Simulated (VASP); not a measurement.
# GaP (F-43m) in VASP: single point with PBE

Aim: the single point of GaP with PBE.

All numbers are computed with VASP 6.6.1; they aren't measurements. Logs are shortened: lines on timing, memory, paths and dates and some standing lists are left out, and cuts for length are marked.

## (1) The cell of the first run

It takes space group F-43m (No. 216, cubic). Conventional cell: a = 5.505 Å, b = 5.505 Å, c = 5.505 Å, α = 90.00°, β = 90.00°, γ = 90.00°. Within 3.1 Å of Ga (site symmetry -43m) lie 4 P at 2.38 Å. Within 3.1 Å of P (site symmetry -43m) lie 4 Ga at 2.38 Å.

## (2) Single point, PBE

File INCAR:

```
PREC = Accurate
ENCUT = 520
EDIFF = 1E-6
ISMEAR = 0
SIGMA = 0.02
LREAL = F
LASPH = T
NELM = 80
ALGO = Normal
ISIF = 2
LWAVE = F
LCHARG = F
GGA = PE
NBANDS = 16
```

File KPOINTS:

```
Automatic mesh
0
Gamma
  8 8 8
```

File POSCAR:

```
GaP
1.0
    0.0000000000      2.7525584894      2.7525584894
    2.7525584894      0.0000000000      2.7525584894
    2.7525584894      2.7525584894      0.0000000000
Ga P
1 1
Direct
    0.0000000000      0.0000000000      0.0000000000
    0.2500000000      0.2500000000      0.2500000000
```

Potentials or basis: VASP PAW PBE potentials, release 64 (Ga_d, P).

On the command line:

```sh
> cat potpaw_PBE.64/Ga_d/POTCAR potpaw_PBE.64/P/POTCAR > POTCAR
> mpirun -np 1 vasp_std > vasp.out
```

OUTCAR:

```text
PREC = Accurate
   ENCUT = 520
   EDIFF = 1E-6
   ISMEAR = 0
   LREAL = F
   LASPH = T
   NELM = 80
   ISIF = 2
   GGA = PE

 ion  position               nearest neighbor table
   1  0.000  0.000  0.000-   2 2.38   2 2.38   2 2.38   2 2.38
   2  0.250  0.250  0.250-   1 2.38   1 2.38   1 2.38   1 2.38

  LATTYP: Found a face centered cubic cell.
 ALAT       =     5.5051169788

  Lattice vectors:

 A1 = (   0.0000000000,   2.7525584894,   2.7525584894)
 A2 = (   2.7525584894,   0.0000000000,   2.7525584894)
 A3 = (   2.7525584894,   2.7525584894,   0.0000000000)

Analysis of symmetry for initial positions (statically):
=====================================================================
 Subroutine PRICEL returns:
 Original cell was already a primitive cell.

 Routine SETGRP: Setting up the symmetry group for a
 face centered cubic supercell.

 Subroutine GETGRP returns: Found 24 space group operations
 (whereof 24 operations were pure point group operations)
 out of a pool of 48 trial point group operations.

The static configuration has the point symmetry T_d .

Analysis of symmetry for dynamics (positions and initial velocities):
=====================================================================
 Subroutine PRICEL returns:
 Original cell was already a primitive cell.

 Routine SETGRP: Setting up the symmetry group for a
 face centered cubic supercell.

 Subroutine GETGRP returns: Found 24 space group operations
 (whereof 24 operations were pure point group operations)
 out of a pool of 48 trial point group operations.

The dynamic configuration has the point symmetry T_d .

 Subroutine INISYM returns: Found 24 space group operations
 (whereof 24 operations are pure point group operations),
 and found     1 'primitive' translations

----------------------------------------------------------------------------------------

                                     Primitive cell

  volume of cell :      41.7099

  direct lattice vectors                    reciprocal lattice vectors
     0.000000000  2.752558489  2.752558489    -0.181649183  0.181649183  0.181649183
     2.752558489  0.000000000  2.752558489     0.181649183 -0.181649183  0.181649183
     2.752558489  2.752558489  0.000000000     0.181649183  0.181649183 -0.181649183

[... 74 lines left out ...]
   PREC   = accura    normal or accurate (medium, high low for compatibility)
   ISTART =      0    job   : 0-new  1-cont  2-samecut
   ICHARG =      2    charge: 1-file 2-atom 10-const
   ISPIN  =      1    spin polarized calculation?
   LNONCOLLINEAR =      F non collinear calculations
   LSORBIT =      F    spin-orbit coupling
   LASPH  =      T    aspherical Exc in radial PAW
   ENCUT  =  520.0 eV  38.22 Ry    6.18 a.u.   7.24  7.24  7.24*2*pi/ulx,y,z
   NELM   =     80;   NELMIN=  2; NELMDL= -5     # of ELM steps
   EDIFF  = 0.1E-05   stopping-criterion for ELM
   LREAL  =      F    real-space projection
   EDIFFG = 0.1E-04   stopping-criterion for IOM
   NSW    =      0    number of steps for IOM
   IBRION =     -1    ionic relax: 0-MD 1-quasi-New 2-CG
   NFREE  =      0    steps in history (QN), initial steepest desc. (CG)
   ISIF   =      2    stress and relaxation
   ISYM   =      2    0-nonsym 1-usesym 2-fastsym
   POTIM  = 0.5000    time-step for ionic-motion
   TEBEG  =    0.0;   TEEND  =   0.0 temperature during run
   PSTRESS=    0.0 pullay stress
   NELECT =      18.0000    total number of electrons
   NUPDOWN=      -1.0000    fix difference up-down
   EMIN   =  10.00;   EMAX   =-10.00  energy-range for DOS
   EFERMI =   0.00;   METHOD = LEGACY
   ISMEAR =     0;   SIGMA  =   0.02  broadening in eV -4-tet -1-fermi 0-gaus
   EFERMI_NEDOS =   21; number of points for ismear=-14 and -15
   IALGO  =     38    algorithm
   IMIX   =      4    mixing-type and parameters
     AMIX     =   0.40;   BMIX     =  1.00
     AMIX_MAG =   1.60;   BMIX_MAG =  1.00
  volume/ion in A,a.u.               =      20.85       140.74
  Fermi-wavevector in a.u.,A,eV,Ry     =   1.237141  2.337857 20.823951  1.530517
  Thomas-Fermi vector in A             =   2.371720
   LORBIT       =      0    0 simple, 1 ext, 2 COOP (PROOUT), +10 PAW based schemes
   GGA     = PE    functional components
   LHFCALC =     F    Hartree Fock is set to
   AEXX    =    0.0000 exact exchange contribution
   IVDW    =     0    specifies the selected vdW correction
   LEPSILON=     F    determine dielectric tensor
   LRPA    =     F    only Hartree local field effects (RPA)
 non-spin polarized calculation
 Gauss-broadening in eV      SIGMA  =   0.02
  energy-cutoff  :      520.00
  volume of cell :       41.71
 maximum number of plane-waves:      1158
 NGX is ok and might be reduce to    30
   NGX = 15   NGY = 15   NGZ = 15

 number of electron      18.0000003 magnetization

 Free energy of the ion-electron system (eV)
  ---------------------------------------------------
  ext. energy  EPLUGINS =         0.00000000
  ---------------------------------------------------
  free energy    TOTEN  =        -9.12558101 eV

  energy without entropy =       -9.12558101  energy(sigma->0) =       -9.12558101

 E-fermi :   4.5084     XC(G=0):  -9.6974

 val. band max:        4.3517617169   @ k =   0.0000   0.0000   0.0000
 cond. band min:       5.9315807286   @ k =   0.0000   0.0000   0.0000
 fundamental gap:      1.5798190116
 Fermi energy:         4.5083814007

 k-point     1 :       0.0000    0.0000    0.0000
  band No.  band energies     occupation
      1     -10.1519      2.00000
      2     -10.1519      2.00000
      3     -10.1519      2.00000
      4     -10.0610      2.00000
      5     -10.0610      2.00000
      6      -7.9190      2.00000
[... 433 lines left out ...]
      3     -10.1129      2.00000
      4     -10.0654      2.00000
      5     -10.0543      2.00000
      6      -5.5609      2.00000
[... 8 lines left out ...]
     15      16.2467      0.00000
     16      16.6887      0.00000

 [... further k-points ...]
[... 5 lines left out ...]
  --------------------------------------------------------------------------------------
  -------------------------------------------------------------------------------------
  Total       -0.0069587     -0.0069587     -0.0069587      0.0000000      0.0000000      0.0000000
  in kB       -0.2673011     -0.2673011     -0.2673011      0.0000000      0.0000000      0.0000000
  external PRESSURE =      -0.2673011 kB  Pullay stress =       0.0000000 kB

 VOLUME and BASIS-vectors are now :
 -----------------------------------------------------------------------------
  energy-cutoff  :      520.00
  volume of cell :       41.71
      direct lattice vectors                 reciprocal lattice vectors
     0.000000000  2.752558489  2.752558489    -0.181649183  0.181649183  0.181649183
     2.752558489  0.000000000  2.752558489     0.181649183 -0.181649183  0.181649183
     2.752558489  2.752558489  0.000000000     0.181649183  0.181649183 -0.181649183

 POSITION                                       TOTAL-FORCE (eV/Angst)
 -----------------------------------------------------------------------------------
      0.00000      0.00000      0.00000        -0.000000      0.000000     -0.000000
      1.37628      1.37628      1.37628         0.000000     -0.000000      0.000000
 -----------------------------------------------------------------------------------
    total drift:                                0.000002      0.000002      0.000002

  FREE ENERGIE OF THE ION-ELECTRON SYSTEM (eV)
  ---------------------------------------------------
  free  energy   TOTEN  =        -9.1255810051 eV

  energy  without entropy=       -9.1255810051  energy(sigma->0) =       -9.12558101
```

OSZICAR:

```text
N       E                     dE             d eps       ncg     rms          rms(c)
DAV:   1     0.821084296422E+02    0.82108E+02   -0.88843E+03   944   0.155E+03
DAV:   2    -0.301518268189E+01   -0.85124E+02   -0.80687E+02  1040   0.315E+02
DAV:   3    -0.928442108463E+01   -0.62692E+01   -0.62504E+01  1120   0.653E+01
DAV:   4    -0.938463070853E+01   -0.10021E+00   -0.10018E+00  1152   0.911E+00
DAV:   5    -0.938650650267E+01   -0.18758E-02   -0.18757E-02  1208   0.110E+00    0.411E+00
DAV:   6    -0.914949863998E+01    0.23701E+00   -0.37704E-01  1400   0.101E+01    0.270E+00
DAV:   7    -0.912468876024E+01    0.24810E-01   -0.89741E-02  1272   0.196E+00    0.109E+00
DAV:   8    -0.912502687497E+01   -0.33811E-03   -0.12912E-02  1104   0.136E+00    0.174E-01
DAV:   9    -0.912542977088E+01   -0.40290E-03   -0.13042E-03  1200   0.506E-01    0.818E-02
DAV:  10    -0.912550704478E+01   -0.77274E-04   -0.11255E-04  1408   0.109E-01    0.412E-02
DAV:  11    -0.912558137025E+01   -0.74325E-04   -0.10256E-04  1104   0.830E-02    0.500E-03
DAV:  12    -0.912558100506E+01    0.36519E-06   -0.28345E-06  1112   0.215E-02
   1 F= -.91255810E+01 E0= -.91255810E+01  d E =-.153937E-30
```

stdout:

```text
POSCAR found type information on POSCAR GaP
 POSCAR found :  2 types and       2 ions
 scaLAPACK will be used
 LDA part: xc-table for (Slater+PW92), standard interpolation
 POSCAR, INCAR and KPOINTS ok, starting setup
 FFT: planning ... GRIDC
 FFT: planning ... GRID_SOFT
 FFT: planning ... GRID
 WAVECAR not read
 entering main loop
```

It took 17 s on 1 thread of AMD EPYC 7R13, shared host; peak memory 0.14 GiB.

Results:

```yaml
Free_energy: -9.1256 eV
Pressure: 0.0 GPa
Band_gap_on_the_k_mesh: 1.58 eV, direct
```

A k mesh can miss the band edges.
